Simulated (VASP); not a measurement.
# CdGeAs2 (I-42d) in VASP: relaxation of cell and atoms with PBE

Aim: the relaxation of cell and atoms of CdGeAs2 with PBE.

Program: VASP 6.6.1. These are calculated values, not measurements. Logs are shortened: lines on timing, memory, paths and dates and some standing lists are left out, and cuts for length are marked.

## (1) The cell of the first run

Symmetry: I-42d, No. 122, tetragonal system. The conventional cell has a = 5.978 Å, b = 5.978 Å, c = 11.329 Å, α = 90.00°, β = 90.00°, γ = 90.00°. Within 3.5 Å of Cd (site symmetry -4) lie 4 As at 2.65 Å. Ge (site symmetry -4) has 4 As at 2.45 Å within 3.2 Å. Within 3.2 Å of As (site symmetry 2) lie 2 Ge at 2.45 Å and 2 Cd at 2.65 Å.

## (2) Relaxation of cell and atoms, PBE

The input, INCAR:

```
  PREC = Accurate
  ENCUT = 600
  EDIFF = 1E-6
  ISMEAR = -1
  SIGMA = 0.02
  LREAL = F
  LASPH = T
  NELM = 100
  ALGO = Normal
  ISIF = 3
  LWAVE = F
  LCHARG = F
  GGA = PE
  IBRION = 2
  NSW = 80
  EDIFFG = -0.005
```

The input, KPOINTS:

```
Automatic mesh
0
Gamma
  6 6 6
```

The input, POSCAR:

```
CdGeAs2
1.0
   -2.9888745628      2.9888745628      5.6642966801
    2.9888745628     -2.9888745628      5.6642966801
    2.9888745628      2.9888745628     -5.6642966801
Cd Ge As
2 2 4
Direct
    0.2500000000      0.7500000000      0.5000000000
    0.5000000000      0.5000000000      0.0000000000
    0.0000000000      0.0000000000      0.0000000000
    0.7500000000      0.2500000000      0.5000000000
    0.8750000000      0.3462175700      0.9712175700
    0.6537824300      0.6250000000      0.5287824300
    0.3750000000      0.9037824300      0.0287824300
    0.0962175700      0.1250000000      0.4712175700
```

Potentials or basis: VASP PAW PBE potentials, release 64 (Cd, Ge_d, As).

On the command line:

```console
$ cat potpaw_PBE.64/Cd/POTCAR potpaw_PBE.64/Ge_d/POTCAR potpaw_PBE.64/As/POTCAR > POTCAR
$ mpirun -np 1 vasp_std > vasp.out
```

OUTCAR:

```text
PREC = Accurate
   ENCUT = 600
   EDIFF = 1E-6
   ISMEAR = -1
   LREAL = F
   LASPH = T
   NELM = 100
   ISIF = 3
   GGA = PE
   IBRION = 2
   NSW = 80
   EDIFFG = -0.005

 ion  position               nearest neighbor table
   1  0.250  0.750  0.500-   7 2.65   6 2.65   8 2.65   5 2.65
   2  0.500  0.500  0.000-   6 2.65   5 2.65   7 2.65   8 2.65
   3  0.000  0.000  0.000-   6 2.45   5 2.45   7 2.45   8 2.45
   4  0.750  0.250  0.500-   7 2.45   6 2.45   5 2.45   8 2.45
   5  0.875  0.346  0.971-   3 2.45   4 2.45   1 2.65   2 2.65
   6  0.654  0.625  0.529-   3 2.45   4 2.45   1 2.65   2 2.65
   7  0.375  0.904  0.029-   4 2.45   3 2.45   2 2.65   1 2.65
   8  0.096  0.125  0.471-   3 2.45   4 2.45   2 2.65   1 2.65

  LATTYP: Found a body centered tetragonal cell.
 ALAT       =     5.9777491256
 C/A-ratio  =     1.8951269319

  Lattice vectors:

 A1 = (  -2.9888745628,   2.9888745628,   5.6642966801)
 A2 = (   2.9888745628,  -2.9888745628,   5.6642966801)
 A3 = (   2.9888745628,   2.9888745628,  -5.6642966801)

Analysis of symmetry for initial positions (statically):
=====================================================================
 Subroutine PRICEL returns:
 Original cell was already a primitive cell.

 Routine SETGRP: Setting up the symmetry group for a
 body centered tetragonal supercell.

 Subroutine GETGRP returns: Found  8 space group operations
 (whereof  4 operations were pure point group operations)
 out of a pool of 16 trial point group operations.

The static configuration has the point symmetry S_4 .
 The point group associated with its full space group is D_2d.

Analysis of symmetry for dynamics (positions and initial velocities):
=====================================================================
 Subroutine PRICEL returns:
 Original cell was already a primitive cell.

 Routine SETGRP: Setting up the symmetry group for a
 body centered tetragonal supercell.

 Subroutine GETGRP returns: Found  8 space group operations
 (whereof  4 operations were pure point group operations)
 out of a pool of 16 trial point group operations.

The dynamic configuration has the point symmetry S_4 .
 The point group associated with its full space group is D_2d.

 Subroutine INISYM returns: Found  8 space group operations
 (whereof  4 operations are pure point group operations),
 and found     1 'primitive' translations

----------------------------------------------------------------------------------------

                                     Primitive cell

  volume of cell :     202.4051

  direct lattice vectors                    reciprocal lattice vectors
    -2.988874563  2.988874563  5.664296680     0.000000000  0.167287047  0.088272212
     2.988874563 -2.988874563  5.664296680     0.167287047  0.000000000  0.088272212
     2.988874563  2.988874563 -5.664296680     0.167287047  0.167287047  0.000000000

  length of vectors
     7.067602082  7.067602082  7.067602082     0.189147931  0.189147931  0.236579611

  position of ions in fractional coordinates (direct lattice)
     0.250000000  0.750000000  0.500000000
     0.500000000  0.500000000  0.000000000
     0.000000000  0.000000000  0.000000000
     0.750000000  0.250000000  0.500000000
     0.875000000  0.346217570  0.971217570
     0.653782430  0.625000000  0.528782430
     0.375000000  0.903782430  0.028782430
     0.096217570  0.125000000  0.471217570

  ion indices of the primitive-cell ions
   primitive index   ion index
                 1           1
                 2           2
                 3           3
                 4           4
                 5           5
                 6           6
                 7           7
                 8           8

----------------------------------------------------------------------------------------

 KPOINTS: Automatic mesh

Automatic generation of k-mesh.
 Grid dimensions read from file:
 generate k-points for:    6    6    6

 Generating k-lattice:

  Cartesian coordinates                     Fractional coordinates (reciprocal lattice)
     0.000000000  0.027881175  0.014712035     0.166666667  0.000000000  0.000000000
     0.027881175  0.000000000  0.014712035     0.000000000  0.166666667  0.000000000
     0.027881175  0.027881175  0.000000000     0.000000000  0.000000000  0.166666667

  Length of vectors
     0.031524655  0.031524655  0.039429935

  Shift w.r.t. Gamma in fractional coordinates (k-lattice)
     0.000000000  0.000000000  0.000000000

 Subroutine IBZKPT returns following result:
 ===========================================

 Found     30 irreducible k-points:

 Following reciprocal coordinates:
            Coordinates               Weight
  0.000000  0.000000  0.000000      1.000000
  0.166667 -0.000000  0.000000      8.000000
  0.333333 -0.000000  0.000000      8.000000
  0.500000 -0.000000  0.000000      4.000000
  0.166667  0.166667  0.000000      8.000000
  0.333333  0.166667  0.000000     16.000000
[... 16 lines left out ...]
 -0.333333 -0.333333  0.166667      8.000000
 -0.166667 -0.333333  0.166667      8.000000
 [... further k-points ...]
   k-points           NKPTS =     30   k-points in BZ     NKDIM =     30   number of bands    NBANDS=     43
   number of dos      NEDOS =    301   number of ions     NIONS =      8
   total plane-waves  NPLWV = 175616
   dimension x,y,z NGX =    56 NGY =   56 NGZ =   56
   dimension x,y,z NGXF=   112 NGYF=  112 NGZF=  112
   ions per type =               2   2   4
   NGX,Y,Z   is equivalent  to a cutoff of  13.17, 13.17, 13.17 a.u.
   NGXF,Y,Z  is equivalent  to a cutoff of  26.34, 26.34, 26.34 a.u.
 SYSTEM =  unknown system
   PREC   = accura    normal or accurate (medium, high low for compatibility)
   ISTART =      0    job   : 0-new  1-cont  2-samecut
   ICHARG =      2    charge: 1-file 2-atom 10-const
   ISPIN  =      1    spin polarized calculation?
   LNONCOLLINEAR =      F non collinear calculations
   LSORBIT =      F    spin-orbit coupling
   LASPH  =      T    aspherical Exc in radial PAW
   ENCUT  =  600.0 eV  44.10 Ry    6.64 a.u.  14.12 14.12 14.12*2*pi/ulx,y,z
   NELM   =    100;   NELMIN=  2; NELMDL= -5     # of ELM steps
   EDIFF  = 0.1E-05   stopping-criterion for ELM
   LREAL  =      F    real-space projection
   EDIFFG = -.5E-02   stopping-criterion for IOM
   NSW    =     80    number of steps for IOM
   IBRION =      2    ionic relax: 0-MD 1-quasi-New 2-CG
   NFREE  =      1    steps in history (QN), initial steepest desc. (CG)
   ISIF   =      3    stress and relaxation
   ISYM   =      2    0-nonsym 1-usesym 2-fastsym
   POTIM  = 0.5000    time-step for ionic-motion
   TEBEG  =    0.0;   TEEND  =   0.0 temperature during run
   PSTRESS=    0.0 pullay stress
   NELECT =      72.0000    total number of electrons
   NUPDOWN=      -1.0000    fix difference up-down
   EMIN   =  10.00;   EMAX   =-10.00  energy-range for DOS
   EFERMI =   0.00;   METHOD = LEGACY
   ISMEAR =    -1;   SIGMA  =   0.02  broadening in eV -4-tet -1-fermi 0-gaus
   EFERMI_NEDOS =   21; number of points for ismear=-14 and -15
   IALGO  =     38    algorithm
   IMIX   =      4    mixing-type and parameters
     AMIX     =   0.40;   BMIX     =  1.00
     AMIX_MAG =   1.60;   BMIX_MAG =  1.00
  volume/ion in A,a.u.               =      25.30       170.74
  Fermi-wavevector in a.u.,A,eV,Ry     =   1.159966  2.192018 18.306922  1.345521
  Thomas-Fermi vector in A             =   2.296553
   LORBIT       =      0    0 simple, 1 ext, 2 COOP (PROOUT), +10 PAW based schemes
   GGA     = PE    functional components
   LHFCALC =     F    Hartree Fock is set to
   AEXX    =    0.0000 exact exchange contribution
   IVDW    =     0    specifies the selected vdW correction
   LEPSILON=     F    determine dielectric tensor
   LRPA    =     F    only Hartree local field effects (RPA)
 conjugate gradient relaxation of ions
 non-spin polarized calculation
  energy-cutoff  :      600.00
  volume of cell :      202.41
 maximum number of plane-waves:      6782
   NGX = 29   NGY = 29   NGZ = 29

--------------------------------------- Ionic step        1  -------------------------------------------

 number of electron      71.9999996 magnetization

 Free energy of the ion-electron system (eV)
  ---------------------------------------------------
  ext. energy  EPLUGINS =         0.00000000
  ---------------------------------------------------
  free energy    TOTEN  =       -29.90102997 eV

  energy without entropy =      -29.90097488  energy(sigma->0) =      -29.90100242

------------------------ aborting loop because EDIFF is reached ----------------------------------------

  FORCE on cell =-STRESS in cart. coord.  units (eV):
  Direction    XX          YY          ZZ          XY          YZ          ZX
  --------------------------------------------------------------------------------------
  -------------------------------------------------------------------------------------
  Total        3.0538176      3.0538176      2.9003817      0.0000000      0.0000000      0.0000000
  in kB       24.1730981     24.1730981     22.9585455      0.0000000      0.0000000      0.0000000
  external PRESSURE =      23.7682473 kB  Pullay stress =       0.0000000 kB
[... 237 lines left out ...]
  energy  without entropy=      -29.9632222062  energy(sigma->0) =      -29.96325474

--------------------------------------- Ionic step        7  -------------------------------------------

 number of electron      71.9999996 magnetization

 Free energy of the ion-electron system (eV)
  ---------------------------------------------------
  ext. energy  EPLUGINS =         0.00000000
  ---------------------------------------------------
  free energy    TOTEN  =       -29.96333257 eV

  energy without entropy =      -29.96326626  energy(sigma->0) =      -29.96329941

 E-fermi :   2.6422     XC(G=0):  -9.1308

 val. band max:        2.5310377405   @ k =   0.1667  -0.0000   0.0000
 cond. band min:       2.7101117257   @ k =   0.0000   0.0000   0.0000
 fundamental gap:      0.1790739852
 Fermi energy:         2.6421597838

 k-point     1 :       0.0000    0.0000    0.0000
  band No.  band energies     occupation
      1     -22.2008      2.00000
      2     -22.2006      2.00000
      3     -22.2006      2.00000
      4     -22.1976      2.00000
      5     -22.1950      2.00000
      6     -22.1950      2.00000
[... 1093 lines left out ...]
     42       5.6120      0.00000
     43       6.1086      0.00000

 [... further k-points ...]
[... 5 lines left out ...]
  --------------------------------------------------------------------------------------
  -------------------------------------------------------------------------------------
  Total       -0.0395984     -0.0395984      0.0073386      0.0000000      0.0000000      0.0000000
  in kB       -0.3009204     -0.3009204      0.0557682      0.0000000      0.0000000      0.0000000
  external PRESSURE =      -0.1820242 kB  Pullay stress =       0.0000000 kB
[... 23 lines left out ...]
  FREE ENERGIE OF THE ION-ELECTRON SYSTEM (eV)
  ---------------------------------------------------
  free  energy   TOTEN  =       -29.9633325654 eV

  energy  without entropy=      -29.9632662603  energy(sigma->0) =      -29.96329941

 reached required accuracy - stopping structural energy minimisation
```

Run time: 54 min. Hardware: 1 thread of Intel Xeon Platinum 8259CL at 2.50GHz (Skylake/Cascade Lake), shared host; peak memory 0.66 GiB.

What came out:

| Quantity | Value |
| --- | --- |
| Free energy | -29.9633 eV |
| Relaxed volume | 26.35 Å³/atom |
| Relaxed cell | a = 7.167 Å, b = 7.167 Å, c = 7.167 Å, α = 130.00°, β = 130.00°, γ = 73.41° |
| Space group after relaxing (to 0.05 Å) | I-42d (No. 122) |
| Energy gained by relaxing | 7.8 meV/atom |
| Ionic steps | 7 |
| Pressure after relaxing | 0.0 GPa |
| Band gap on the k mesh | 0.18 eV, indirect (least direct gap 0.21 eV) |

The path:
```
step  energy change (eV)  largest force (eV/Å)  pressure (GPa)  volume (Å³)
   1              0.0000                0.1342            2.38       202.41
   2             -0.0559                0.0249           -0.67       213.60
   3             -0.0616                0.0494           -0.02       210.86
   4             -0.0616                0.0508            0.03       210.69
   5             -0.0620                0.0322            0.03       210.64
   6             -0.0623                0.0005            0.04       210.56
   7             -0.0623                0.0015           -0.02       210.83
```

Final structure:
```cif
data_structure
_symmetry_space_group_name_H-M 'P 1'
_symmetry_Int_Tables_number 1
_cell_length_a 7.1666
_cell_length_b 7.1666
_cell_length_c 7.1666
_cell_angle_alpha 129.999
_cell_angle_beta 129.999
_cell_angle_gamma 73.408
_cell_volume 210.83
loop_
_atom_site_label
_atom_site_type_symbol
_atom_site_fract_x
_atom_site_fract_y
_atom_site_fract_z
_atom_site_occupancy
Cd1 Cd 0.25000 0.75000 0.50000 1
Cd2 Cd 0.50000 0.50000 0.00000 1
Ge1 Ge 0.00000 0.00000 0.00000 1
Ge2 Ge 0.75000 0.25000 0.50000 1
As1 As 0.87500 0.34806 0.97306 1
As2 As 0.65194 0.62500 0.52694 1
As3 As 0.37500 0.90194 0.02694 1
As4 As 0.09806 0.12500 0.47306 1
```
